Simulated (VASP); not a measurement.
# Ga3Se (Pm-3m) in VASP: settings compared, part 2 of 2

VASP 6.6.1.

### 3 Single point, PBE

This run uses another cell than the first one, of 22.21 Å³/atom, 1.020 times its volume.

Input file INCAR:

```
SYSTEM = Ga3Se
PREC = Accurate
ENCUT = 520
EDIFF = 1E-7
ISMEAR = -1
SIGMA = 0.05
LREAL = .False.
LASPH = .True.
NELM = 80
ALGO = Normal
ISIF = 2
LWAVE = .False.
LCHARG = .False.
GGA = PE
NBANDS = 30
```

Input file KPOINTS:

```
Automatic mesh
0
Gamma
  6 6 6
  0 0 0
```

Input file POSCAR:

```
Ga3Se
1.0
    4.4618199283      0.0000000000      0.0000000000
    0.0000000000      4.4618199283      0.0000000000
    0.0000000000      0.0000000000      4.4618199283
Se Ga
1 3
Direct
    0.0000000000      0.0000000000      0.0000000000
    0.5000000000      0.5000000000      0.0000000000
    0.5000000000      0.0000000000      0.5000000000
    0.0000000000      0.5000000000      0.5000000000
```

Potentials or basis: VASP PAW PBE potentials, release 64 (Se, Ga_d).

On the command line:

```console
$ cat potpaw_PBE.64/Se/POTCAR potpaw_PBE.64/Ga_d/POTCAR > POTCAR
$ mpirun -np 1 vasp_std > vasp.out
```

It took 30 s on 1 thread of Intel Xeon 6975P-C (Granite Rapids), shared host; peak memory 0.22 GiB.

It converged, with:

```yaml
Free_energy: -12.4140 eV
Pressure: -1.2 GPa
```

Levels at points of the mesh, in eV from the Fermi level:
| k point | band 21 | band 22 | band 23 | band 24 | band 25 | band 26 |
| --- | --- | --- | --- | --- | --- | --- |
| (0.00, 0.00, 0.00) | -2.88 | -2.88 | 1.57 | 1.57 | 1.57 | 4.35 |
| (0.50, 0.00, 0.00) | -2.25 | -1.04 | -0.23 | -0.23 | 1.22 | 3.88 |
| (0.50, 0.50, 0.00) | -0.76 | -0.75 | -0.75 | 1.30 | 1.67 | 1.67 |
| (0.50, 0.50, 0.50) | -4.75 | -4.75 | -3.42 | 3.87 | 3.87 | 3.87 |

### 4 Single point, LDA

This run uses another cell than the first one, of 22.64 Å³/atom, 1.040 times its volume.

Input file INCAR:

```
ALGO = Normal
EDIFF = 1E-6
ENCUT = 520
ISIF = 2
ISMEAR = -1
LASPH = T
LCHARG = F
LREAL = F
LWAVE = F
NBANDS = 30
NELM = 80
PREC = Accurate
SIGMA = 0.05
```

Input file KPOINTS:

```
k-points
0
Gamma
  6 6 6
```

Input file POSCAR:

```
Ga3Se
1.0
    4.4907935969      0.0000000000      0.0000000000
    0.0000000000      4.4907935969      0.0000000000
    0.0000000000      0.0000000000      4.4907935969
Se Ga
1 3
Direct
    0.0000000000      0.0000000000      0.0000000000
    0.5000000000      0.5000000000      0.0000000000
    0.5000000000      0.0000000000      0.5000000000
    0.0000000000      0.5000000000      0.5000000000
```

Potentials or basis: VASP PAW LDA potentials, release 64 (Se, Ga_d).

On the command line:

```console
$ cat potpaw_LDA.64/Se/POTCAR potpaw_LDA.64/Ga_d/POTCAR > POTCAR
$ mpirun -np 1 vasp_std > vasp.out
```

OUTCAR:

```text
EDIFF = 1E-6
   ENCUT = 520
   ISIF = 2
   ISMEAR = -1
   LASPH = T
   LREAL = F
   NELM = 80
   PREC = Accurate

 ion  position               nearest neighbor table
   1  0.000  0.000  0.000-
   2  0.500  0.500  0.000-
   3  0.500  0.000  0.500-
   4  0.000  0.500  0.500-

  LATTYP: Found a simple cubic cell.
[... 849 lines left out ...]

  FORCE on cell =-STRESS in cart. coord.  units (eV):
  Direction    XX          YY          ZZ          XY          YZ          ZX
  --------------------------------------------------------------------------------------
  -------------------------------------------------------------------------------------
  Total       -3.3547476     -3.3547476     -3.3547476     -0.0000000     -0.0000000      0.0000000
  in kB      -59.3473255    -59.3473255    -59.3473255     -0.0000000     -0.0000000      0.0000000
  external PRESSURE =     -59.3473255 kB  Pullay stress =       0.0000000 kB

 VOLUME and BASIS-vectors are now :
 -----------------------------------------------------------------------------
  energy-cutoff  :      520.00
  volume of cell :       90.57
      direct lattice vectors                 reciprocal lattice vectors
     4.490793597  0.000000000  0.000000000     0.222677791  0.000000000  0.000000000
     0.000000000  4.490793597  0.000000000     0.000000000  0.222677791  0.000000000
     0.000000000  0.000000000  4.490793597     0.000000000  0.000000000  0.222677791

 POSITION                                       TOTAL-FORCE (eV/Angst)
 -----------------------------------------------------------------------------------
      0.00000      0.00000      0.00000         0.000000      0.000000      0.000000
      2.24540      2.24540      0.00000         0.000000      0.000000      0.000000
      2.24540      0.00000      2.24540         0.000000      0.000000      0.000000
      0.00000      2.24540      2.24540         0.000000      0.000000      0.000000
 -----------------------------------------------------------------------------------
    total drift:                                0.000000      0.000000      0.000000

  FREE ENERGIE OF THE ION-ELECTRON SYSTEM (eV)
  ---------------------------------------------------
  free  energy   TOTEN  =       -14.7054610115 eV

  energy  without entropy=      -14.6935660041  energy(sigma->0) =      -14.69951351
```

OSZICAR:

```text
N       E                     dE             d eps       ncg     rms          rms(c)
DAV:   1     0.311555221571E+03    0.31156E+03   -0.21666E+04  1252   0.242E+03
DAV:   2     0.264715460233E+02   -0.28508E+03   -0.27690E+03  1234   0.521E+02
DAV:   3    -0.132314854194E+02   -0.39703E+02   -0.38277E+02  1420   0.140E+02
DAV:   4    -0.148477334106E+02   -0.16162E+01   -0.16029E+01  1390   0.288E+01
DAV:   5    -0.148854944814E+02   -0.37761E-01   -0.37738E-01  1372   0.445E+00    0.297E+00
DAV:   6    -0.147182043606E+02    0.16729E+00   -0.46800E-01  1604   0.585E+00    0.173E+00
DAV:   7    -0.147100190337E+02    0.81853E-02   -0.59094E-02  1338   0.113E+00    0.759E-01
DAV:   8    -0.147057046970E+02    0.43143E-02   -0.89129E-03  1396   0.613E-01    0.822E-02
DAV:   9    -0.147054597072E+02    0.24499E-03   -0.18305E-03  1538   0.287E-01    0.426E-02
DAV:  10    -0.147054742969E+02   -0.14590E-04   -0.31898E-04  1478   0.177E-01    0.172E-02
DAV:  11    -0.147054603933E+02    0.13904E-04   -0.77414E-05  1504   0.811E-02    0.406E-03
DAV:  12    -0.147054610115E+02   -0.61821E-06   -0.77713E-06  1406   0.164E-02
   1 F= -.14705461E+02 E0= -.14699514E+02  d E =-.118950E-01
```

It took 23 s on 1 thread of Intel Xeon 6975P-C (Granite Rapids), shared host; peak memory 0.18 GiB.

Results:

| Quantity | Value |
| --- | --- |
| Free energy | -14.7055 eV |
| Pressure | -5.9 GPa |

### 5 Single point, PBE

This run uses another cell than the first one, of 22.64 Å³/atom, 1.040 times its volume.

Input file INCAR:

```
PREC = Accurate
ENCUT = 520
EDIFF = 1E-7
ISMEAR = -1
SIGMA = 0.05
LREAL = False
LASPH = True
NELM = 80
ALGO = Normal
ISIF = 2
LWAVE = False
LCHARG = True
GGA = PE
LELF = True
LVHAR = True
NBANDS = 30
```

Input file KPOINTS:

```
regular mesh
0
Gamma
  6 6 6
```

POSCAR is that of step 4.

Potentials or basis: VASP PAW PBE potentials, release 64 (Se, Ga_d).

On the command line:

```console
$ cat potpaw_PBE.64/Se/POTCAR potpaw_PBE.64/Ga_d/POTCAR > POTCAR
$ mpirun -np 1 vasp_std > vasp.out
```

Run time: 30 s. Hardware: 1 thread of Intel Xeon 6975P-C (Granite Rapids), shared host; peak memory 0.21 GiB.

Results (log left out):

```
Free energy : -12.3975 eV
Pressure    : -1.8 GPa
```

Levels at points of the mesh, in eV from the Fermi level:
```csv
k point,band 18,band 19,band 20,band 21,band 22,band 23,band 24,band 25,band 26,band 27
"(0.00, 0.00, 0.00)",-3.56,-3.56,-3.56,-2.92,-2.92,1.55,1.55,1.55,4.30,4.30
"(0.50, 0.00, 0.00)",-5.27,-2.67,-2.67,-2.31,-1.03,-0.20,-0.20,1.25,3.78,4.04
"(0.50, 0.50, 0.00)",-6.64,-6.27,-2.08,-0.79,-0.79,-0.75,1.25,1.68,1.68,1.83
"(0.50, 0.50, 0.50)",-5.04,-5.04,-4.65,-4.65,-4.65,-3.34,3.79,3.79,3.79,8.20
```

### 6 The runs side by side

| level | potentials or basis | cell | gap on the mesh (eV) | pressure (GPa) |
| --- | --- | --- | --- | --- |
| PBE | VASP PAW PBE potentials, release 64 (Se, Ga_d) | a = 4.432 Å, 4 atoms | none | -0.4 |
| PBE | VASP PAW PBE potentials, release 64 (Se, Ga_d) | a = 4.462 Å, 4 atoms | none | -1.2 |
| LDA | VASP PAW LDA potentials, release 64 (Se, Ga_d) | a = 4.491 Å, 4 atoms | none | -5.9 |
| PBE | VASP PAW PBE potentials, release 64 (Se, Ga_d) | a = 4.491 Å, 4 atoms | none | -1.8 |

Alike in all rows: task single point; no spin polarisation; k mesh 6 × 6 × 6; cutoff (eV) 520; smearing fermi-dirac 0.05 eV.

Absolute energies hang on the potentials; compare differences alone.
